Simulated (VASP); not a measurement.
# KI (Pm-3m) in VASP: further runs

The runs below take KI through single point, with r2SCAN, r2SCAN+D4, HSE06, PBE-based screened hybrid with 30 % exact exchange, PBE-based screened hybrid with 10 % exact exchange.

Everything below comes from runs of VASP 6.6.1. Logs are shortened: lines on timing, memory, paths and dates and some standing lists are left out, and cuts for length are marked.

**1. The cell of the first run**

The structure is cubic, space group Pm-3m (No. 221). Conventional cell: a = 4.291 Å, b = 4.291 Å, c = 4.291 Å, α = 90.00°, β = 90.00°, γ = 90.00°. K (site symmetry m-3m) has 8 I at 3.72 Å and 6 K at 4.29 Å within 4.9 Å. Within 4.9 Å of I (site symmetry m-3m) lie 8 K at 3.72 Å and 6 I at 4.29 Å.

**2. Single point, r2SCAN**

File POSCAR:

```
KI
1.0
    4.2910851346      0.0000000000      0.0000000000
    0.0000000000      4.2910851346      0.0000000000
    0.0000000000      0.0000000000      4.2910851346
K I
1 1
Direct
    0.0000000000      0.0000000000      0.0000000000
    0.5000000000      0.5000000000      0.5000000000
```

File INCAR.step1:

```
PREC     = Accurate       # precision mode
ENCUT    = 520            # plane-wave cutoff, eV
ISMEAR   = -1             # smearing method
SIGMA    = 0.5            # smearing width, eV
LREAL    = False          # projectors in reciprocal space
LASPH    = True           # aspherical terms in the spheres
NELM     = 80             # most SCF steps
NBANDS   = 15             # bands
GGA      = PE             # functional
ALGO     = Normal         # electronic algorithm
EDIFF    = 1E-4           # SCF threshold, eV
LWAVE    = True           # write WAVECAR
LCHARG   = False          # write CHGCAR
```

File INCAR.step2:

```
PREC     = Accurate       # precision mode
ENCUT    = 520            # plane-wave cutoff, eV
EDIFF    = 1E-6           # SCF threshold, eV
ISMEAR   = -1             # smearing method
SIGMA    = 0.5            # smearing width, eV
LREAL    = False          # projectors in reciprocal space
LASPH    = True           # aspherical terms in the spheres
NELM     = 80             # most SCF steps
ALGO     = Normal         # electronic algorithm
ISIF     = 2              # what is computed and relaxed
LWAVE    = False          # write WAVECAR
LCHARG   = False          # write CHGCAR
METAGGA  = R2SCAN         # meta-GGA
LMIXTAU  = True         
NBANDS   = 15             # bands
ISTART   = 1
```

File KPOINTS:

```
Automatic mesh
0
Gamma
  4 4 4
```

Potentials or basis: VASP PAW PBE potentials, release 64 (K_sv, I).

Launch:

```
$ cat potpaw_PBE.64/K_sv/POTCAR potpaw_PBE.64/I/POTCAR > POTCAR
$ cp INCAR.step1 INCAR
$ mpirun -np 1 vasp_std > vasp.out
$ cp INCAR.step2 INCAR
$ mpirun -np 1 vasp_std > vasp.out
```

OUTCAR:

```text
PREC = Accurate
   ENCUT = 520
   EDIFF = 1E-6
   ISMEAR = -1
   LREAL = False
   LASPH = True
   NELM = 80
   ISIF = 2
   METAGGA = R2SCAN
   ISTART = 1

 ion  position               nearest neighbor table
   1  0.000  0.000  0.000-
   2  0.500  0.500  0.500-

  LATTYP: Found a simple cubic cell.
 ALAT       =     4.2910851346

  Lattice vectors:

 A1 = (   4.2910851346,   0.0000000000,   0.0000000000)
 A2 = (   0.0000000000,   4.2910851346,   0.0000000000)
 A3 = (   0.0000000000,   0.0000000000,   4.2910851346)

Analysis of symmetry for initial positions (statically):
=====================================================================
 Subroutine PRICEL returns:
 Original cell was already a primitive cell.

 Routine SETGRP: Setting up the symmetry group for a
 simple cubic supercell.

 Subroutine GETGRP returns: Found 48 space group operations
 (whereof 48 operations were pure point group operations)
 out of a pool of 48 trial point group operations.

The static configuration has the point symmetry O_h .

Analysis of symmetry for dynamics (positions and initial velocities):
=====================================================================
 Subroutine PRICEL returns:
 Original cell was already a primitive cell.

 Routine SETGRP: Setting up the symmetry group for a
 simple cubic supercell.

 Subroutine GETGRP returns: Found 48 space group operations
 (whereof 48 operations were pure point group operations)
 out of a pool of 48 trial point group operations.

The dynamic configuration has the point symmetry O_h .

 Subroutine INISYM returns: Found 48 space group operations
 (whereof 48 operations are pure point group operations),
 and found     1 'primitive' translations

----------------------------------------------------------------------------------------

                                     Primitive cell

  volume of cell :      79.0135

  direct lattice vectors                    reciprocal lattice vectors
     4.291085135  0.000000000  0.000000000     0.233041286  0.000000000  0.000000000
     0.000000000  4.291085135  0.000000000     0.000000000  0.233041286  0.000000000
     0.000000000  0.000000000  4.291085135     0.000000000  0.000000000  0.233041286

  length of vectors
     4.291085135  4.291085135  4.291085135     0.233041286  0.233041286  0.233041286

  position of ions in fractional coordinates (direct lattice)
     0.000000000  0.000000000  0.000000000
     0.500000000  0.500000000  0.500000000

  ion indices of the primitive-cell ions
   primitive index   ion index
                 1           1
                 2           2

----------------------------------------------------------------------------------------

 KPOINTS: Automatic mesh

Automatic generation of k-mesh.
 Grid dimensions read from file:
 generate k-points for:    4    4    4

 Generating k-lattice:

  Cartesian coordinates                     Fractional coordinates (reciprocal lattice)
     0.058260322  0.000000000  0.000000000     0.250000000  0.000000000  0.000000000
     0.000000000  0.058260322  0.000000000     0.000000000  0.250000000  0.000000000
     0.000000000  0.000000000  0.058260322     0.000000000  0.000000000  0.250000000

  Length of vectors
     0.058260322  0.058260322  0.058260322

  Shift w.r.t. Gamma in fractional coordinates (k-lattice)
     0.000000000  0.000000000  0.000000000

 Subroutine IBZKPT returns following result:
 ===========================================

 Found     10 irreducible k-points:

 Following reciprocal coordinates:
            Coordinates               Weight
  0.000000  0.000000  0.000000      1.000000
  0.250000  0.000000  0.000000      6.000000
  0.500000  0.000000  0.000000      3.000000
  0.250000  0.250000  0.000000     12.000000
  0.500000  0.250000  0.000000     12.000000
  0.500000  0.500000  0.000000      3.000000
  0.250000  0.250000  0.250000      8.000000
  0.500000  0.250000  0.250000     12.000000
  0.500000  0.500000  0.250000      6.000000
  0.500000  0.500000  0.500000      1.000000
   k-points           NKPTS =     10   k-points in BZ     NKDIM =     10   number of bands    NBANDS=     15
   number of dos      NEDOS =    301   number of ions     NIONS =      2
   total plane-waves  NPLWV =  32768
   dimension x,y,z NGX =    32 NGY =   32 NGZ =   32
   dimension x,y,z NGXF=    64 NGYF=   64 NGZF=   64
   ions per type =               1   1
   NGX,Y,Z   is equivalent  to a cutoff of  12.40, 12.40, 12.40 a.u.
   NGXF,Y,Z  is equivalent  to a cutoff of  24.79, 24.79, 24.79 a.u.
 SYSTEM =  unknown system
   PREC   = accura    normal or accurate (medium, high low for compatibility)
   ISTART =      1    job   : 0-new  1-cont  2-samecut
   ICHARG =      0    charge: 1-file 2-atom 10-const
   ISPIN  =      1    spin polarized calculation?
   LNONCOLLINEAR =      F non collinear calculations
   LSORBIT =      F    spin-orbit coupling
   LASPH  =      T    aspherical Exc in radial PAW
   ENCUT  =  520.0 eV  38.22 Ry    6.18 a.u.   7.98  7.98  7.98*2*pi/ulx,y,z
   NELM   =     80;   NELMIN=  2; NELMDL=  0     # of ELM steps
   EDIFF  = 0.1E-05   stopping-criterion for ELM
   LREAL  =      F    real-space projection
   EDIFFG = 0.1E-04   stopping-criterion for IOM
   NSW    =      0    number of steps for IOM
   IBRION =     -1    ionic relax: 0-MD 1-quasi-New 2-CG
   NFREE  =      0    steps in history (QN), initial steepest desc. (CG)
   ISIF   =      2    stress and relaxation
   ISYM   =      2    0-nonsym 1-usesym 2-fastsym
   POTIM  = 0.5000    time-step for ionic-motion
   TEBEG  =    0.0;   TEEND  =   0.0 temperature during run
   PSTRESS=    0.0 pullay stress
   NELECT =      16.0000    total number of electrons
   NUPDOWN=      -1.0000    fix difference up-down
   EMIN   =  10.00;   EMAX   =-10.00  energy-range for DOS
   EFERMI =   0.00;   METHOD = LEGACY
   ISMEAR =    -1;   SIGMA  =   0.50  broadening in eV -4-tet -1-fermi 0-gaus
   EFERMI_NEDOS =   21; number of points for ismear=-14 and -15
   IALGO  =     38    algorithm
   IMIX   =      4    mixing-type and parameters
     AMIX     =   0.40;   BMIX     =  1.00
     AMIX_MAG =   1.60;   BMIX_MAG =  1.00
  volume/ion in A,a.u.               =      39.51       266.60
  Fermi-wavevector in a.u.,A,eV,Ry     =   0.961349  1.816686 12.574391  0.924192
  Thomas-Fermi vector in A             =   2.090713
   LORBIT       =      0    0 simple, 1 ext, 2 COOP (PROOUT), +10 PAW based schemes
   METAGGA = R2SCAN    functional components
   LHFCALC =     F    Hartree Fock is set to
   AEXX    =    0.0000 exact exchange contribution
   IVDW    =     0    specifies the selected vdW correction
   LEPSILON=     F    determine dielectric tensor
   LRPA    =     F    only Hartree local field effects (RPA)
 non-spin polarized calculation
  energy-cutoff  :      520.00
  volume of cell :       79.01
 maximum number of plane-waves:      2176
 NGX is ok and might be reduce to    32
   NGX = 15   NGY = 15   NGZ = 15

 number of electron      16.0000003 magnetization

 Free energy of the ion-electron system (eV)
  ---------------------------------------------------
  ext. energy  EPLUGINS =         0.00000000
  ---------------------------------------------------
  free energy    TOTEN  =       -33.86618549 eV

  energy without entropy =      -33.80704793  energy(sigma->0) =      -33.83661671

 E-fermi :   3.0563     XC(G=0):  -8.0483

 val. band max:        0.5720451987   @ k =   0.5000   0.5000   0.0000
 cond. band min:       4.6163923704   @ k =   0.0000   0.0000   0.0000
 fundamental gap:      4.0443471717
 Fermi energy:         3.0563110865

 k-point     1 :       0.0000    0.0000    0.0000
  band No.  band energies     occupation
      1     -29.9991      2.00000
      2     -12.6818      2.00000
      3     -12.6818      2.00000
      4     -12.6818      2.00000
      5     -10.9190      2.00000
      6       0.2035      1.99337
      7       0.2035      1.99337
      8       0.2035      1.99337
      9       4.6164      0.08457
     10       5.8329      0.00772
     11       5.8329      0.00772
     12       9.6800      0.00000
     13       9.6800      0.00000
     14       9.6800      0.00000
     15      11.7457      0.00000

 k-point     2 :       0.2500    0.0000    0.0000
  band No.  band energies     occupation
      1     -29.9969      2.00000
      2     -12.7664      2.00000
      3     -12.6762      2.00000
      4     -12.6762      2.00000
      5     -10.7601      2.00000
      6      -0.9239      1.99930
      7       0.2441      1.99281
      8       0.2441      1.99281
      9       5.6266      0.01164
     10       6.2910      0.00310
     11       7.2425      0.00046
     12       9.5337      0.00000
     13       9.5337      0.00000
     14       9.9380      0.00000
     15       9.9896      0.00000

 k-point     3 :       0.5000    0.0000    0.0000
  band No.  band energies     occupation
      1     -29.9947      2.00000
      2     -12.8431      2.00000
      3     -12.6705      2.00000
      4     -12.6705      2.00000
      5     -10.6009      2.00000
      6      -1.7321      1.99986
      7       0.2850      1.99220
      8       0.2850      1.99220
      9       6.7190      0.00132
     10       7.2986      0.00041
     11       8.2068      0.00007
     12       8.3436      0.00005
     13       9.9160      0.00000
     14       9.9160      0.00000
     15      10.0184      0.00000
[... 91 lines left out ...]
 k-point     9 :       0.5000    0.5000    0.2500
  band No.  band energies     occupation
      1     -29.9884      2.00000
      2     -12.7529      2.00000
      3     -12.7529      2.00000
      4     -12.7033      2.00000
      5     -10.4543      2.00000
      6      -1.1437      1.99955
      7      -1.1437      1.99955
      8      -0.3833      1.99794
      9       5.7050      0.00996
     10       7.2405      0.00046
     11       7.2405      0.00046
     12       8.7059      0.00002
     13      10.3826      0.00000
     14      10.3826      0.00000
     15      10.9279      0.00000

 k-point    10 :       0.5000    0.5000    0.5000
  band No.  band energies     occupation
      1     -29.9864      2.00000
      2     -12.7438      2.00000
      3     -12.7438      2.00000
      4     -12.7438      2.00000
      5     -10.3584      2.00000
      6      -1.1123      1.99952
      7      -1.1123      1.99952
      8      -1.1123      1.99952
      9       6.7121      0.00133
     10       6.7121      0.00133
     11       6.7121      0.00133
     12      10.2086      0.00000
     13      10.2086      0.00000
     14      10.2086      0.00000
     15      10.7828      0.00000

------------------------ aborting loop because EDIFF is reached ----------------------------------------

  FORCE on cell =-STRESS in cart. coord.  units (eV):
  Direction    XX          YY          ZZ          XY          YZ          ZX
  --------------------------------------------------------------------------------------
  -------------------------------------------------------------------------------------
  Total        0.0430175      0.0430175      0.0430175     -0.0000000     -0.0000000      0.0000000
  in kB        0.8722760      0.8722760      0.8722760     -0.0000000     -0.0000000      0.0000000
  external PRESSURE =       0.8722760 kB  Pullay stress =       0.0000000 kB

 VOLUME and BASIS-vectors are now :
 -----------------------------------------------------------------------------
  energy-cutoff  :      520.00
  volume of cell :       79.01
      direct lattice vectors                 reciprocal lattice vectors
     4.291085135  0.000000000  0.000000000     0.233041286  0.000000000  0.000000000
     0.000000000  4.291085135  0.000000000     0.000000000  0.233041286  0.000000000
     0.000000000  0.000000000  4.291085135     0.000000000  0.000000000  0.233041286

 POSITION                                       TOTAL-FORCE (eV/Angst)
 -----------------------------------------------------------------------------------
      0.00000      0.00000      0.00000         0.000000      0.000000      0.000000
      2.14554      2.14554      2.14554         0.000000      0.000000      0.000000
 -----------------------------------------------------------------------------------
    total drift:                                0.000000      0.000000     -0.000000

  FREE ENERGIE OF THE ION-ELECTRON SYSTEM (eV)
  ---------------------------------------------------
  free  energy   TOTEN  =       -33.8661854887 eV

  energy  without entropy=      -33.8070479323  energy(sigma->0) =      -33.83661671
```

Run time: 40 s. Hardware: 1 thread of Oxide Virtual Turin-like, shared host; peak memory 0.16 GiB.

What came out:

* Free energy: -33.8662 eV
* Pressure: 0.1 GPa
* Band gap on the k mesh: 4.04 eV (least direct gap 4.41 eV)

Caveat: so wide a smearing shifts energies and pressures; the PAW data sets were made with another functional, which shifts forces and pressure a little; spin-orbit coupling is left out, which moves the levels of the heavy elements. A k mesh can miss the band edges.

**3. Single point, r2SCAN+D4**

POSCAR is that of step 2.

File INCAR.step1:

```
SYSTEM = KI
PREC = Accurate
ENCUT = 520
ISMEAR = 0
SIGMA = 0.01
LREAL = .FALSE.
LASPH = .TRUE.
NELM = 60
NBANDS = 15
GGA = PE
ALGO = Normal
EDIFF = 1E-4
LWAVE = .TRUE.
LCHARG = .FALSE.
```

File INCAR.step2:

```
SYSTEM = KI
PREC = Accurate
ENCUT = 520
EDIFF = 1E-6
ISMEAR = 0
SIGMA = 0.01
LREAL = .FALSE.
LASPH = .TRUE.
NELM = 60
ALGO = Normal
ISIF = 2
LWAVE = .FALSE.
LCHARG = .FALSE.
METAGGA = R2SCAN
LMIXTAU = .TRUE.
IVDW = 13
VDW_S6 = 1.0
VDW_S8 = 0.6018749
VDW_A1 = 0.51559235
VDW_A2 = 5.77342911
NBANDS = 15
ISTART = 1
```

File KPOINTS:

```
regular mesh
0
G
  4 4 4
  0 0 0
```

Potentials or basis: VASP PAW PBE potentials, release 64 (K_sv, I).

Launch:

```
$ cat potpaw_PBE.64/K_sv/POTCAR potpaw_PBE.64/I/POTCAR > POTCAR
$ cp INCAR.step1 INCAR
$ mpirun -np 1 vasp_std > vasp.out
$ cp INCAR.step2 INCAR
$ mpirun -np 1 vasp_std > vasp.out
```

Wall time 36 s (1 thread of Oxide Virtual Turin-like, shared host); peak memory 0.16 GiB.

It converged, with:

```yaml
Free_energy: -33.9816 eV
Pressure: -0.2 GPa
Band_gap_on_the_k_mesh: 4.04 eV (least direct gap 4.41 eV)
Dispersion_energy_per_atom: -0.062 eV
```

Levels at points of the mesh, in eV from the valence-band top:
| k point | band 6 | band 7 | band 8 | band 9 | band 10 | band 11 |
| --- | --- | --- | --- | --- | --- | --- |
| (0.00, 0.00, 0.00) | -0.37 | -0.37 | -0.37 | 4.04 | 5.25 | 5.25 |
| (0.50, 0.00, 0.00) | -2.31 | -0.29 | -0.29 | 6.14 | 6.71 | 7.63 |
| (0.50, 0.50, 0.00) | -1.75 | -1.75 | 0.00 | 4.44 | 6.36 | 7.41 |
| (0.50, 0.50, 0.50) | -1.69 | -1.69 | -1.69 | 6.13 | 6.13 | 6.13 |

Caveat: the PAW data sets were made with another functional, which shifts forces and pressure a little; spin-orbit coupling is left out, which moves the levels of the heavy elements.

(Continued in part 2 of 2.)
